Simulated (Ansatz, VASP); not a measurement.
**One calculation of CuI, two programs**

```xyz
4
Lattice="3.7332 -3.7111 0.0000 3.7332 3.7111 0.0000 0.0000 0.0000 4.3070" Properties=species:S:1:pos:R:3 pbc="T T T"
Cu    3.7332    0.5905    3.2302
Cu    3.7332   -0.5905    1.0767
I     3.7332   -2.0043    3.2302
I     3.7332    2.0043    1.0767
```

Alike in both runs: task single point; functional LDA; k mesh 5 × 5 × 6; occupations fermi-dirac, width 0.02 eV; no spin polarisation.

|  | VASP | Ansatz |
| --- | --- | --- |
| version | VASP 6.6.1 | Ansatz 0.2.0 |
| potentials or method | VASP PAW LDA potentials, release 64 (Cu, I), cutoff 520 eV | all-electron LAPW, scalar-relativistic |

```tsv
	VASP	Ansatz	Ansatz less VASP
gap on the k mesh at the Fermi level (eV)	0.90	0.86	-0.040
pressure (GPa)	-3.0	-3.0	-0.09
traceless stress, the component that is largest in VASP (GPa)	1.76	1.86	+0.106
rms of the force components (eV/Å)	0.154	0.160	+0.0058
```

LDA's correlation is that of Perdew and Zunger in VASP and of Perdew and Wang (1992) in Ansatz. Atom by atom the forces differ by 0.010 eV/Å (rms over components). Ansatz ran all-electron here, and VASP with PAW potentials.

Spin-orbit coupling is off throughout.
